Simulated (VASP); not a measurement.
# Ca (Fm-3m) in VASP: further runs

Ca is run at these levels: PBEsol; tasks: single point, relaxation of cell and atoms.

All numbers are computed with VASP 6.6.1; they aren't measurements. Logs are shortened: lines on timing, memory, paths and dates and some standing lists are left out, and cuts for length are marked.

## 1. The cell of the first run

Symmetry: Fm-3m, No. 225, cubic system. Conventional cell: a = 5.471 Å, b = 5.471 Å, c = 5.471 Å, α = 90.00°, β = 90.00°, γ = 90.00°. Ca (site symmetry m-3m) has 12 Ca at 3.87 Å within 5.1 Å.

## 2. Single point, PBEsol

File INCAR:

```
PREC = Accurate ; ENCUT = 500
EDIFF = 1E-6 ; ISMEAR = 0
SIGMA = 0.02 ; LREAL = F
LASPH = T ; NELM = 120
ALGO = Normal ; ISIF = 2
LWAVE = F ; LCHARG = T
GGA = PS ; LELF = T
LVHAR = T ; NBANDS = 11
GGA_COMPAT = F
```

File KPOINTS:

```
Automatic mesh
0
Gamma
  7 7 7
```

File POSCAR:

```
Ca
1.0
    0.0000000000      2.7354121273      2.7354121273
    2.7354121273      0.0000000000      2.7354121273
    2.7354121273      2.7354121273      0.0000000000
Ca
1
Direct
    0.0000000000      0.0000000000      0.0000000000
```

Potentials or basis: VASP PAW PBE potentials, release 64 (Ca_sv).

Launch:

```sh
$ cat potpaw_PBE.64/Ca_sv/POTCAR > POTCAR
$ mpirun -np 1 vasp_std > vasp.out
```

OUTCAR:

```text
PREC = Accurate
   ENCUT = 500
   EDIFF = 1E-6
   ISMEAR = 0
   LREAL = F
   LASPH = T
   NELM = 120
   ISIF = 2
   GGA = PS

 ion  position               nearest neighbor table
   1  0.000  0.000  0.000-

  LATTYP: Found a face centered cubic cell.
 ALAT       =     5.4708242546

  Lattice vectors:

 A1 = (   0.0000000000,   2.7354121273,   2.7354121273)
 A2 = (   2.7354121273,   0.0000000000,   2.7354121273)
 A3 = (   2.7354121273,   2.7354121273,   0.0000000000)

Analysis of symmetry for initial positions (statically):
=====================================================================
 Subroutine PRICEL returns:
 Original cell was already a primitive cell.

 Routine SETGRP: Setting up the symmetry group for a
 face centered cubic supercell.

 Subroutine GETGRP returns: Found 48 space group operations
 (whereof 48 operations were pure point group operations)
 out of a pool of 48 trial point group operations.

The static configuration has the point symmetry O_h .

Analysis of symmetry for dynamics (positions and initial velocities):
=====================================================================
 Subroutine PRICEL returns:
 Original cell was already a primitive cell.

 Routine SETGRP: Setting up the symmetry group for a
 face centered cubic supercell.

 Subroutine GETGRP returns: Found 48 space group operations
 (whereof 48 operations were pure point group operations)
 out of a pool of 48 trial point group operations.

The dynamic configuration has the point symmetry O_h .

 Subroutine INISYM returns: Found 48 space group operations
 (whereof 48 operations are pure point group operations),
 and found     1 'primitive' translations

----------------------------------------------------------------------------------------

                                     Primitive cell

  volume of cell :      40.9353

  direct lattice vectors                    reciprocal lattice vectors
     0.000000000  2.735412127  2.735412127    -0.182787813  0.182787813  0.182787813
     2.735412127  0.000000000  2.735412127     0.182787813 -0.182787813  0.182787813
     2.735412127  2.735412127  0.000000000     0.182787813  0.182787813 -0.182787813

  length of vectors
     3.868456929  3.868456929  3.868456929     0.316597779  0.316597779  0.316597779

  position of ions in fractional coordinates (direct lattice)
     0.000000000  0.000000000  0.000000000

  ion indices of the primitive-cell ions
   primitive index   ion index
                 1           1

----------------------------------------------------------------------------------------

 KPOINTS: Automatic mesh

Automatic generation of k-mesh.
 Grid dimensions read from file:
 generate k-points for:    7    7    7

 Generating k-lattice:

  Cartesian coordinates                     Fractional coordinates (reciprocal lattice)
    -0.026112545  0.026112545  0.026112545     0.142857143  0.000000000  0.000000000
     0.026112545 -0.026112545  0.026112545     0.000000000  0.142857143  0.000000000
     0.026112545  0.026112545 -0.026112545     0.000000000  0.000000000  0.142857143

  Length of vectors
     0.045228254  0.045228254  0.045228254

  Shift w.r.t. Gamma in fractional coordinates (k-lattice)
     0.000000000  0.000000000  0.000000000

 Subroutine IBZKPT returns following result:
 ===========================================

 Found     20 irreducible k-points:

 Following reciprocal coordinates:
            Coordinates               Weight
  0.000000  0.000000  0.000000      1.000000
  0.142857  0.000000  0.000000      8.000000
  0.285714  0.000000  0.000000      8.000000
  0.428571  0.000000  0.000000      8.000000
  0.142857  0.142857  0.000000      6.000000
  0.285714  0.142857  0.000000     24.000000
[... 12 lines left out ...]
 -0.428571  0.428571  0.142857     24.000000
 -0.285714  0.428571  0.142857     24.000000
   k-points           NKPTS =     20   k-points in BZ     NKDIM =     20   number of bands    NBANDS=     11
   number of dos      NEDOS =    301   number of ions     NIONS =      1
   total plane-waves  NPLWV =  21952
   dimension x,y,z NGX =    28 NGY =   28 NGZ =   28
   dimension x,y,z NGXF=    56 NGYF=   56 NGZF=   56
   ions per type =               1
   NGX,Y,Z   is equivalent  to a cutoff of  12.03, 12.03, 12.03 a.u.
   NGXF,Y,Z  is equivalent  to a cutoff of  24.07, 24.07, 24.07 a.u.
 SYSTEM =  unknown system
   PREC   = accura    normal or accurate (medium, high low for compatibility)
   ISTART =      0    job   : 0-new  1-cont  2-samecut
   ICHARG =      2    charge: 1-file 2-atom 10-const
   ISPIN  =      1    spin polarized calculation?
   LNONCOLLINEAR =      F non collinear calculations
   LSORBIT =      F    spin-orbit coupling
   LASPH  =      T    aspherical Exc in radial PAW
   ENCUT  =  500.0 eV  36.75 Ry    6.06 a.u.   7.05  7.05  7.05*2*pi/ulx,y,z
   NELM   =    120;   NELMIN=  2; NELMDL= -5     # of ELM steps
   EDIFF  = 0.1E-05   stopping-criterion for ELM
   LREAL  =      F    real-space projection
   EDIFFG = 0.1E-04   stopping-criterion for IOM
   NSW    =      0    number of steps for IOM
   IBRION =     -1    ionic relax: 0-MD 1-quasi-New 2-CG
   NFREE  =      0    steps in history (QN), initial steepest desc. (CG)
   ISIF   =      2    stress and relaxation
   ISYM   =      2    0-nonsym 1-usesym 2-fastsym
   POTIM  = 0.5000    time-step for ionic-motion
   TEBEG  =    0.0;   TEEND  =   0.0 temperature during run
   PSTRESS=    0.0 pullay stress
   NELECT =      10.0000    total number of electrons
   NUPDOWN=      -1.0000    fix difference up-down
   EMIN   =  10.00;   EMAX   =-10.00  energy-range for DOS
   EFERMI =   0.00;   METHOD = LEGACY
   ISMEAR =     0;   SIGMA  =   0.02  broadening in eV -4-tet -1-fermi 0-gaus
   EFERMI_NEDOS =   21; number of points for ismear=-14 and -15
   IALGO  =     38    algorithm
   IMIX   =      4    mixing-type and parameters
     AMIX     =   0.40;   BMIX     =  1.00
     AMIX_MAG =   1.60;   BMIX_MAG =  1.00
  volume/ion in A,a.u.               =      40.94       276.25
  Fermi-wavevector in a.u.,A,eV,Ry     =   1.023392  1.933931 14.249809  1.047331
  Thomas-Fermi vector in A             =   2.157123
   LORBIT       =      0    0 simple, 1 ext, 2 COOP (PROOUT), +10 PAW based schemes
   GGA     = PS    functional components
   LHFCALC =     F    Hartree Fock is set to
   AEXX    =    0.0000 exact exchange contribution
   IVDW    =     0    specifies the selected vdW correction
   LEPSILON=     F    determine dielectric tensor
   LRPA    =     F    only Hartree local field effects (RPA)
 non-spin polarized calculation
 Gauss-broadening in eV      SIGMA  =   0.02
  energy-cutoff  :      500.00
  volume of cell :       40.94
 maximum number of plane-waves:      1051
   NGX = 15   NGY = 15   NGZ = 15

 number of electron      10.0000000 magnetization

 number of electron       9.9999997 magnetization

 Free energy of the ion-electron system (eV)
  ---------------------------------------------------
  ext. energy  EPLUGINS =         0.00000000
  ---------------------------------------------------
  free energy    TOTEN  =        -2.13887343 eV

  energy without entropy =       -2.13887325  energy(sigma->0) =       -2.13887334

 E-fermi :   2.0323     XC(G=0):  -7.9109

 val. band max:        1.9721025768   @ k =  -0.4286   0.1429   0.0000
 cond. band min:       2.0924232560   @ k =  -0.2857   0.4286   0.1429
 fundamental gap:      0.1203206792
 Fermi energy:         2.0322628656

 k-point     1 :       0.0000    0.0000    0.0000
  band No.  band energies     occupation
      1     -39.7899      2.00000
      2     -20.7756      2.00000
      3     -20.7756      2.00000
      4     -20.7756      2.00000
      5      -2.0800      2.00000
      6       4.3609      0.00000
      7       4.3609      0.00000
      8       4.3609      0.00000
      9       5.4763      0.00000
     10       5.4763      0.00000
     11      11.2698      0.00000

 k-point     2 :       0.1429    0.0000    0.0000
  band No.  band energies     occupation
      1     -39.7869      2.00000
      2     -20.8057      2.00000
      3     -20.7797      2.00000
      4     -20.7797      2.00000
      5      -1.7255      2.00000
      6       3.9999      0.00000
      7       4.4757      0.00000
      8       4.4757      0.00000
      9       5.3896      0.00000
     10       5.3896      0.00000
     11      11.2734      0.00000

 k-point     3 :       0.2857    0.0000    0.0000
  band No.  band energies     occupation
      1     -39.7801      2.00000
      2     -20.8724      2.00000
      3     -20.7889      2.00000
      4     -20.7889      2.00000
      5      -0.7406      2.00000
      6       3.2039      0.00000
      7       4.4622      0.00000
      8       4.4622      0.00000
      9       5.5949      0.00000
     10       5.5949      0.00000
     11       9.0775      0.00000

 k-point     4 :       0.4286    0.0000    0.0000
  band No.  band energies     occupation
      1     -39.7746      2.00000
      2     -20.9251      2.00000
      3     -20.7962      2.00000
      4     -20.7962      2.00000
      5       0.5811      2.00000
      6       2.2205      0.00000
      7       4.2752      0.00000
      8       4.2752      0.00000
      9       6.0977      0.00000
     10       6.0977      0.00000
     11       7.5835      0.00000
[... 183 lines left out ...]
 k-point    18 :      -0.4286    0.2857    0.1429
  band No.  band energies     occupation
      1     -39.7712      2.00000
      2     -20.9023      2.00000
      3     -20.8447      2.00000
      4     -20.8123      2.00000
      5       1.3030      2.00000
      6       2.4300      0.00000
      7       3.3516      0.00000
      8       4.8043      0.00000
      9       5.8864      0.00000
     10       6.5823      0.00000
     11       7.4575      0.00000

 k-point    19 :      -0.4286    0.4286    0.1429
  band No.  band energies     occupation
      1     -39.7694      2.00000
      2     -20.9042      2.00000
      3     -20.8469      2.00000
      4     -20.8291      2.00000
      5       1.5443      2.00000
      6       2.6437      0.00000
      7       3.0030      0.00000
      8       5.2709      0.00000
      9       6.1294      0.00000
     10       6.6299      0.00000
     11       7.7557      0.00000

 k-point    20 :      -0.2857    0.4286    0.1429
  band No.  band energies     occupation
      1     -39.7690      2.00000
      2     -20.8846      2.00000
      3     -20.8751      2.00000
      4     -20.8266      2.00000
      5       2.0924      0.00002
      6       2.5578      0.00000
      7       2.7710      0.00000
      8       4.8367      0.00000
      9       6.1757      0.00000
     10       6.7858      0.00000
     11       7.4449      0.00000

------------------------ aborting loop because EDIFF is reached ----------------------------------------

  FORCE on cell =-STRESS in cart. coord.  units (eV):
  Direction    XX          YY          ZZ          XY          YZ          ZX
  --------------------------------------------------------------------------------------
  -------------------------------------------------------------------------------------
  Total       -0.0018638     -0.0018638     -0.0018638      0.0000000      0.0000000      0.0000000
  in kB       -0.0729467     -0.0729467     -0.0729467      0.0000000      0.0000000      0.0000000
  external PRESSURE =      -0.0729467 kB  Pullay stress =       0.0000000 kB

 VOLUME and BASIS-vectors are now :
 -----------------------------------------------------------------------------
  energy-cutoff  :      500.00
  volume of cell :       40.94
      direct lattice vectors                 reciprocal lattice vectors
     0.000000000  2.735412127  2.735412127    -0.182787813  0.182787813  0.182787813
     2.735412127  0.000000000  2.735412127     0.182787813 -0.182787813  0.182787813
     2.735412127  2.735412127  0.000000000     0.182787813  0.182787813 -0.182787813

 POSITION                                       TOTAL-FORCE (eV/Angst)
 -----------------------------------------------------------------------------------
      0.00000      0.00000      0.00000         0.000000      0.000000      0.000000
 -----------------------------------------------------------------------------------
    total drift:                               -0.000000     -0.000000     -0.000000

  FREE ENERGIE OF THE ION-ELECTRON SYSTEM (eV)
  ---------------------------------------------------
  free  energy   TOTEN  =        -2.1388734315 eV

  energy  without entropy=       -2.1388732458  energy(sigma->0) =       -2.13887334
```

It took 7.3 s on 1 thread of Intel Xeon Platinum 8259CL at 2.50GHz (Skylake/Cascade Lake), shared host; peak memory 0.15 GiB.

Results:

```yaml
Free_energy: -2.1389 eV
Pressure: 0.0 GPa
Band_gap_on_the_k_mesh: zero (bands 5 and 6 overlap by 0.12 eV)
```

Levels at points of the mesh, in eV from the Fermi level:
```
           k point  band 3  band 4  band 5  band 6  band 7  band 8
(0.00, 0.00, 0.00)  -22.81  -22.81   -4.11    2.33    2.33    2.33
```

Caveat: the PAW data sets were made with another functional, which shifts forces and pressure a little.

## 3. Relaxation of cell and atoms, PBEsol

This run uses another cell than the first one, of 43.63 Å³/atom.

File INCAR:

```
PREC = Accurate
ENCUT = 500
EDIFF = 1E-7
ISMEAR = 0
SIGMA = 0.02
LREAL = False
LASPH = True
NELM = 120
ALGO = Normal
ISIF = 3
LWAVE = False
LCHARG = False
GGA = PS
IBRION = 2
NSW = 80
EDIFFG = -0.01
GGA_COMPAT = False
NELMIN = 4
```

KPOINTS is that of step 2.

File POSCAR:

```
Ca
1.0
    0.0000000000      2.7942000000      2.7942000000
    2.7942000000      0.0000000000      2.7942000000
    2.7942000000      2.7942000000      0.0000000000
Ca
1
Direct
    0.0000000000      0.0000000000      0.0000000000
```

Potentials or basis: VASP PAW PBE potentials, release 64 (Ca_sv).

Launch:

```sh
$ cat potpaw_PBE.64/Ca_sv/POTCAR > POTCAR
$ mpirun -np 1 vasp_std > vasp.out
```

Run time: 29 s. Hardware: 1 thread of Intel Xeon Platinum 8259CL at 2.50GHz (Skylake/Cascade Lake), shared host; peak memory 0.17 GiB.

It converged, with:

| Quantity | Value |
| --- | --- |
| Free energy | -2.1394 eV |
| Relaxed volume | 41.00 Å³/atom |
| Relaxed cell | a = 3.871 Å, b = 3.871 Å, c = 3.871 Å, α = 60.00°, β = 60.00°, γ = 60.00° |
| Space group after relaxing (to 0.1 Å) | Fm-3m (No. 225) |
| Energy gained by relaxing | 9.4 meV/atom |
| Ionic steps | 3 |
| Pressure after relaxing | 0.0 GPa |
| Band gap on the k mesh | zero (bands 5 and 6 overlap by 0.12 eV) |

The path:
```csv
step,energy change (eV),largest force (eV/Å),pressure (GPa),volume (Å³)
1,0.0000,0.0000,-1.07,43.63
2,-0.0084,0.0000,-0.38,41.81
3,-0.0094,0.0000,-0.02,41.00
```

Final structure:
```
Ca
1.0
     0.00000    2.73687    2.73687
     2.73687    0.00000    2.73687
     2.73687    2.73687    0.00000
Ca
1
Direct
  0.00000 0.00000 0.00000
```

Levels at points of the mesh, in eV from the Fermi level:
```
           k point  band 3  band 4  band 5  band 6  band 7  band 8
(0.00, 0.00, 0.00)  -22.81  -22.81   -4.11    2.33    2.33    2.33
```

Caveat: the PAW data sets were made with another functional, which shifts forces and pressure a little.

The gap in the log of VASP goes by the Fermi energy; the results here count the filled bands.